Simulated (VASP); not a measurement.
# Ti (P6/mmm) in VASP: a series of runs, part 2 of 2

VASP 6.6.1.

**5. Single point, PBEsol**

This run uses another cell than the first one, of 16.45 Å³/atom, 1.278 times its volume.

File INCAR:

```
SYSTEM = Ti
PREC = Accurate
ENCUT = 520
EDIFF = 1E-6
ISMEAR = -1
SIGMA = 0.05
LREAL = .False.
LASPH = .True.
NELM = 100
ALGO = Normal
ISIF = 2
LWAVE = .False.
LCHARG = .False.
GGA = PS
NBANDS = 25
```

File KPOINTS:

```
regular mesh
0
Gamma
  5 5 6
  0 0 0
```

File POSCAR:

```
Ti
1.0
    4.5072571746      0.0000000000      0.0000000000
   -2.2536285873      3.9033992146      0.0000000000
    0.0000000000      0.0000000000      2.8054791363
Ti
3
Direct
    0.0000000000      0.0000000000      0.0000000000
    0.3333333333      0.6666666667      0.5000000000
    0.6666666667      0.3333333333      0.5000000000
```

Potentials or basis: VASP PAW PBE potentials, release 64 (Ti_sv).

Launch:

```sh
$ cat potpaw_PBE.64/Ti_sv/POTCAR > POTCAR
$ mpirun -np 1 vasp_std > vasp.out
```

OUTCAR:

```text
SYSTEM = Ti
   PREC = Accurate
   ENCUT = 520
   EDIFF = 1E-6
   ISMEAR = -1
   LREAL = .False.
   LASPH = .True.
   NELM = 100
   ISIF = 2
   GGA = PS

 ion  position               nearest neighbor table
   1  0.000  0.000  0.000-
   2  0.333  0.667  0.500-   3 2.60   3 2.60   3 2.60
   3  0.667  0.333  0.500-   2 2.60   2 2.60   2 2.60

  LATTYP: Found a hexagonal cell.
 ALAT       =     4.5072571746
 C/A-ratio  =     0.6224360021

  Lattice vectors:

 A1 = (   4.5072571746,   0.0000000000,   0.0000000000)
 A2 = (  -2.2536285873,   3.9033992146,   0.0000000000)
 A3 = (   0.0000000000,   0.0000000000,   2.8054791363)

Analysis of symmetry for initial positions (statically):
=====================================================================
 Subroutine PRICEL returns:
 Original cell was already a primitive cell.

 Routine SETGRP: Setting up the symmetry group for a
 hexagonal supercell.

 Subroutine GETGRP returns: Found 24 space group operations
[... 157 lines left out ...]
  ---------------------------------------------------
  free energy    TOTEN  =       -25.07138266 eV

  energy without entropy =      -25.04912020  energy(sigma->0) =      -25.06025143

 E-fermi :   8.6332     XC(G=0): -11.8961

 val. band max:        8.6254848948   @ k =   0.4000   0.0000   0.0000
 cond. band min:       8.6647473779   @ k =   0.2000   0.2000   0.0000
 fundamental gap:      0.0392624831
 Fermi energy:         8.6332313081

 k-point     1 :       0.0000    0.0000    0.0000
  band No.  band energies     occupation
      1     -47.9192      2.00000
      2     -47.6405      2.00000
      3     -47.4464      2.00000
      4     -24.3474      2.00000
      5     -24.3474      2.00000
      6     -24.2498      2.00000
[... 549 lines left out ...]
     24      11.1796      0.00000
     25      12.1417      0.00000

------------------------ aborting loop because EDIFF is reached ----------------------------------------

  FORCE on cell =-STRESS in cart. coord.  units (eV):
  Direction    XX          YY          ZZ          XY          YZ          ZX
  --------------------------------------------------------------------------------------
  -------------------------------------------------------------------------------------
  Total       -0.0624871     -0.0624871     -0.0572814      0.0000000     -0.0000000      0.0000000
  in kB       -2.0283289     -2.0283289     -1.8593543      0.0000000     -0.0000000      0.0000000
  external PRESSURE =      -1.9720040 kB  Pullay stress =       0.0000000 kB

 VOLUME and BASIS-vectors are now :
 -----------------------------------------------------------------------------
  energy-cutoff  :      520.00
  volume of cell :       49.36
      direct lattice vectors                 reciprocal lattice vectors
     4.507257175  0.000000000  0.000000000     0.221864420  0.128093483  0.000000000
    -2.253628587  3.903399215  0.000000000     0.000000000  0.256186966  0.000000000
     0.000000000  0.000000000  2.805479136     0.000000000  0.000000000  0.356445353

 POSITION                                       TOTAL-FORCE (eV/Angst)
 -----------------------------------------------------------------------------------
      0.00000      0.00000      0.00000         0.000000      0.000000     -0.000000
     -0.00000      2.60227      1.40274         0.000000     -0.000000      0.000000
      2.25363      1.30113      1.40274        -0.000000      0.000000     -0.000000
 -----------------------------------------------------------------------------------
    total drift:                                0.000000      0.000000     -0.000000

  FREE ENERGIE OF THE ION-ELECTRON SYSTEM (eV)
  ---------------------------------------------------
  free  energy   TOTEN  =       -25.0713826573 eV

  energy  without entropy=      -25.0491201953  energy(sigma->0) =      -25.06025143
```

stdout:

```text
POSCAR found type information on POSCAR Ti
 POSCAR found :  1 types and       3 ions
 scaLAPACK will be used
 -----------------------------------------------------------------------------
|                                                                             |
|                                                                             |
|     You enforced a specific xc type in the INCAR file but a different       |
|     I HOPE YOU KNOW WHAT YOU ARE DOING!                                     |
|                                                                             |
 -----------------------------------------------------------------------------

 LDA part: xc-table for (Slater+PW92), standard interpolation
 POSCAR, INCAR and KPOINTS ok, starting setup
 FFT: planning ... GRIDC
 FFT: planning ... GRID_SOFT
 FFT: planning ... GRID
 WAVECAR not read
 entering main loop
```

It took 23 s on 1 thread of Intel Xeon 6975P-C, shared host; peak memory 0.18 GiB.

What came out:

- Free energy: -25.0714 eV
- Pressure: -0.2 GPa
- Band gap on the k mesh: zero (band 18 reaches 8.73 eV, above the bottom of band 19 at 8.54 eV)

Caveat: the k points lie up to 0.37 Å⁻¹ apart; the PAW data sets were made with another functional, which shifts forces and pressure a little.

**6. Summary**

| cell | gap on the mesh (eV) | pressure (GPa) |
| --- | --- | --- |
| a = 4.136, b = 4.136, c = 2.607 Å, angles 90.0, 90.0, 120.0°, 3 atoms | none | 44.3 |
| a = 4.228, b = 4.228, c = 2.657 Å, angles 90.0, 90.0, 120.0°, 3 atoms | none | 29.4 |
| a = 4.344, b = 4.344, c = 2.719 Å, angles 90.0, 90.0, 120.0°, 3 atoms | none | 14.5 |
| a = 4.507, b = 4.507, c = 2.805 Å, angles 90.0, 90.0, 120.0°, 3 atoms | none | -0.2 |

Alike in all rows: task single point; level PBEsol; potentials or basis VASP PAW PBE potentials, release 64 (Ti_sv); no spin polarisation; k mesh 5 × 5 × 6; cutoff (eV) 520; smearing fermi-dirac 0.05 eV.

Caveats: all runs use coarse meshes; the PAW data sets were made with another functional, which shifts forces and pressure a little.

Absolute energies hang on the potentials; compare differences alone.
